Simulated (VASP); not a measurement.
A run of VASP 6.6.1 is set up as follows.

File INCAR:

```
SYSTEM = Ba
PREC = Accurate
ENCUT = 520
EDIFF = 1E-6
ISMEAR = -1
SIGMA = 0.05
LREAL = .False.
LASPH = .True.
NELM = 60
ALGO = Fast
ISIF = 2
LWAVE = .False.
LCHARG = .False.
GGA = CA
NBANDS = 11
```

KPOINTS

```
Automatic mesh
0
Gamma
  8 8 8
  0 0 0
```

The input POSCAR:

```
Ba
1.0
   -2.5230998215      2.5230998215      2.5230998215
    2.5230998215     -2.5230998215      2.5230998215
    2.5230998215      2.5230998215     -2.5230998215
Ba
1
Direct
    0.0000000000      0.0000000000      0.0000000000
```

Potentials or basis: VASP PAW LDA potentials, release 64 (Ba_sv).

The run is started by

```bash
$ cat potpaw_LDA.64/Ba_sv/POTCAR > POTCAR
$ mpirun -np 1 vasp_std > vasp.out
```

Question: What does it give for the band gap on the k mesh?

Answer: Zero (bands 5 and 6 overlap by 1.01 eV).

Question: Predict the pressure.

Answer: -1.4 GPa.

Caveat: spin-orbit coupling is left out, which moves the levels of the heavy elements.
